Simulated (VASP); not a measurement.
# Ag (Pm-3m) in VASP: further runs, part 2 of 2

VASP 6.6.1. Earlier steps stand in the parts before.

**5. Single point, LDA**

This run uses another cell than the first one, of 18.54 Å³/atom, 1.316 times its volume.

Input file INCAR:

```
SYSTEM = Ag
  PREC = Accurate
  ENCUT = 520
  EDIFF = 1E-6
  ISMEAR = -1
  SIGMA = 0.1
  LREAL = .FALSE.
  LASPH = .TRUE.
  NELM = 60
  ALGO = Normal
  ISIF = 2
  LWAVE = .FALSE.
  LCHARG = .FALSE.
  GGA = CA
  NBANDS = 12
```

Input file KPOINTS:

```
regular mesh
0
G
  16 16 16
  0 0 0
```

Input file POSCAR:

```
Ag
1.0
    2.6468679787      0.0000000000      0.0000000000
    0.0000000000      2.6468679787      0.0000000000
    0.0000000000      0.0000000000      2.6468679787
Ag
1
Direct
    0.0000000000      0.0000000000      0.0000000000
```

Potentials or basis: VASP PAW LDA potentials, release 64 (Ag).

The run is started by

```bash
cat potpaw_LDA.64/Ag/POTCAR > POTCAR
mpirun -np 1 vasp_std > vasp.out
```

OUTCAR:

```text
SYSTEM = Ag
   PREC = Accurate
   ENCUT = 520
   EDIFF = 1E-6
   ISMEAR = -1
   LREAL = .FALSE.
   LASPH = .TRUE.
   NELM = 60
   ISIF = 2
   GGA = CA

 ion  position               nearest neighbor table
   1  0.000  0.000  0.000-

  LATTYP: Found a simple cubic cell.
 ALAT       =     2.6468679787

  Lattice vectors:

 A1 = (   2.6468679787,   0.0000000000,   0.0000000000)
 A2 = (   0.0000000000,   2.6468679787,   0.0000000000)
 A3 = (   0.0000000000,   0.0000000000,   2.6468679787)

Analysis of symmetry for initial positions (statically):
=====================================================================
 Subroutine PRICEL returns:
 Original cell was already a primitive cell.

 Routine SETGRP: Setting up the symmetry group for a
 simple cubic supercell.

 Subroutine GETGRP returns: Found 48 space group operations
 (whereof 48 operations were pure point group operations)
 out of a pool of 48 trial point group operations.

The static configuration has the point symmetry O_h .

Analysis of symmetry for dynamics (positions and initial velocities):
=====================================================================
 Subroutine PRICEL returns:
 Original cell was already a primitive cell.

 Routine SETGRP: Setting up the symmetry group for a
 simple cubic supercell.

 Subroutine GETGRP returns: Found 48 space group operations
 (whereof 48 operations were pure point group operations)
 out of a pool of 48 trial point group operations.

The dynamic configuration has the point symmetry O_h .

 Subroutine INISYM returns: Found 48 space group operations
 (whereof 48 operations are pure point group operations),
 and found     1 'primitive' translations

----------------------------------------------------------------------------------------

                                     Primitive cell

  volume of cell :      18.5437
[... 111 lines left out ...]
   LORBIT       =      0    0 simple, 1 ext, 2 COOP (PROOUT), +10 PAW based schemes
   GGA     = CA    functional components
   LHFCALC =     F    Hartree Fock is set to
   AEXX    =    0.0000 exact exchange contribution
   IVDW    =     0    specifies the selected vdW correction
   LEPSILON=     F    determine dielectric tensor
   LRPA    =     F    only Hartree local field effects (RPA)
 non-spin polarized calculation
  energy-cutoff  :      520.00
  volume of cell :       18.54
 maximum number of plane-waves:       512
 NGX is ok and might be reduce to    20
   NGX =  9   NGY =  9   NGZ =  9

 number of electron      11.0000001 magnetization

 Free energy of the ion-electron system (eV)
  ---------------------------------------------------
  ext. energy  EPLUGINS =         0.00000000
  ---------------------------------------------------
  free energy    TOTEN  =        -3.37386634 eV

  energy without entropy =       -3.36547534  energy(sigma->0) =       -3.36967084

 E-fermi :   6.9162     XC(G=0): -11.9925

 val. band max:        6.9003442520   @ k =   0.5000   0.1250   0.0000
 cond. band min:       7.0914040784   @ k =   0.5000   0.1250   0.0625
 fundamental gap:      0.1910598263
 Fermi energy:         6.9161701285

 k-point     1 :       0.0000    0.0000    0.0000
  band No.  band energies     occupation
      1      -0.1552      2.00000
      2       0.6845      2.00000
      3       0.6845      2.00000
      4       4.2573      2.00000
      5       4.2573      2.00000
      6       4.2573      2.00000
      7      21.6289      0.00000
      8      21.6289      0.00000
      9      21.6289      0.00000
     10      27.3803      0.00000
     11      27.3803      0.00000
     12      27.9181      0.00000
[... 331 lines left out ...]
 k-point    24 :       0.5000    0.1250    0.0000
  band No.  band energies     occupation
      1       1.1797      2.00000
      2       1.7515      2.00000
      3       2.5099      2.00000
      4       3.1142      2.00000
      5       4.1952      2.00000
      6       6.9003      1.07896
      7       9.1659      0.00000
      8      23.5264      0.00000
      9      24.8165      0.00000
     10      26.0246      0.00000
     11      28.0231      0.00000
     12      31.3466      0.00000

 [... further k-points ...]

------------------------ aborting loop because EDIFF is reached ----------------------------------------

  FORCE on cell =-STRESS in cart. coord.  units (eV):
  Direction    XX          YY          ZZ          XY          YZ          ZX
  --------------------------------------------------------------------------------------
  -------------------------------------------------------------------------------------
  Total        0.0083494      0.0083494      0.0083494      0.0000000      0.0000000     -0.0000000
  in kB        0.7213888      0.7213888      0.7213888      0.0000000      0.0000000     -0.0000000
  external PRESSURE =       0.7213888 kB  Pullay stress =       0.0000000 kB

 VOLUME and BASIS-vectors are now :
 -----------------------------------------------------------------------------
  energy-cutoff  :      520.00
  volume of cell :       18.54
      direct lattice vectors                 reciprocal lattice vectors
     2.646867979  0.000000000  0.000000000     0.377805016  0.000000000  0.000000000
     0.000000000  2.646867979  0.000000000     0.000000000  0.377805016  0.000000000
     0.000000000  0.000000000  2.646867979     0.000000000  0.000000000  0.377805016

 POSITION                                       TOTAL-FORCE (eV/Angst)
 -----------------------------------------------------------------------------------
      0.00000      0.00000      0.00000         0.000000      0.000000      0.000000
 -----------------------------------------------------------------------------------
    total drift:                                0.000000      0.000000      0.000000

  FREE ENERGIE OF THE ION-ELECTRON SYSTEM (eV)
  ---------------------------------------------------
  free  energy   TOTEN  =        -3.3738663367 eV

  energy  without entropy=       -3.3654753378  energy(sigma->0) =       -3.36967084
```

OSZICAR:

```text
N       E                     dE             d eps       ncg     rms          rms(c)
DAV:   1     0.512248430473E+02    0.51225E+02   -0.54770E+03  4008   0.820E+02
DAV:   2    -0.281607249749E+01   -0.54041E+02   -0.51093E+02  4552   0.189E+02
DAV:   3    -0.364400302407E+01   -0.82793E+00   -0.82750E+00  4632   0.251E+01
DAV:   4    -0.364710462162E+01   -0.31016E-02   -0.31014E-02  4452   0.157E+00
DAV:   5    -0.364713452363E+01   -0.29902E-04   -0.29901E-04  4656   0.139E-01    0.532E+00
DAV:   6    -0.338883635428E+01    0.25830E+00   -0.10399E+00  4320   0.894E+00    0.339E+00
DAV:   7    -0.337828165035E+01    0.10555E-01   -0.81996E-03  4396   0.845E-01    0.188E+00
DAV:   8    -0.337385518760E+01    0.44265E-02   -0.10721E-03  4328   0.252E-01    0.644E-02
DAV:   9    -0.337386631117E+01   -0.11124E-04   -0.11136E-05  4468   0.226E-02    0.109E-02
DAV:  10    -0.337386633670E+01   -0.25537E-07   -0.20630E-06  4504   0.111E-02
   1 F= -.33738663E+01 E0= -.33696708E+01  d E =-.839100E-02
```

stdout:

```text
POSCAR found type information on POSCAR Ag
 POSCAR found :  1 types and       1 ions
 scaLAPACK will be used
 LDA part: xc-table for (Slater(with rela. corr.)+CA(PZ))
 , standard interpolation
 POSCAR, INCAR and KPOINTS ok, starting setup
 FFT: planning ... GRIDC
 FFT: planning ... GRID_SOFT
 FFT: planning ... GRID
 WAVECAR not read
 entering main loop
```

Wall time 12 s (1 thread of Intel Xeon 6975P-C, shared host); peak memory 0.14 GiB.

Results:

```
Free energy : -3.3739 eV
Pressure    : 0.1 GPa
```

Levels at points of the mesh, in eV from the Fermi level:
```tsv
k point	band 1	band 2	band 3	band 4	band 5	band 6	band 7	band 8	band 9	band 10
(0.00, 0.00, 0.00)	-7.07	-6.23	-6.23	-2.66	-2.66	-2.66	14.71	14.71	14.71	20.46
(0.50, 0.00, 0.00)	-5.87	-5.56	-3.83	-3.83	-2.55	-0.79	2.16	17.47	19.74	20.34
(0.50, 0.50, 0.00)	-6.24	-5.31	-3.62	-3.62	-1.76	3.95	3.95	8.48	10.26	22.21
(0.50, 0.50, 0.50)	-5.60	-5.60	-5.60	-1.68	-1.68	9.03	9.03	9.03	10.37	15.31
```

**6. Summary**

| cell | gap on the mesh (eV) | pressure (GPa) |
| --- | --- | --- |
| a = 2.415 Å, 1 atom | none | 60.8 |
| a = 2.497 Å, 1 atom | none | 29.4 |
| a = 2.574 Å, 1 atom | none | 11.0 |
| a = 2.647 Å, 1 atom | none | 0.1 |

Alike in all rows: task single point; level LDA; potentials or basis VASP PAW LDA potentials, release 64 (Ag); no spin polarisation; k mesh 16 × 16 × 16; cutoff (eV) 520; smearing fermi-dirac 0.1 eV.

Absolute energies hang on the potentials; compare differences alone.
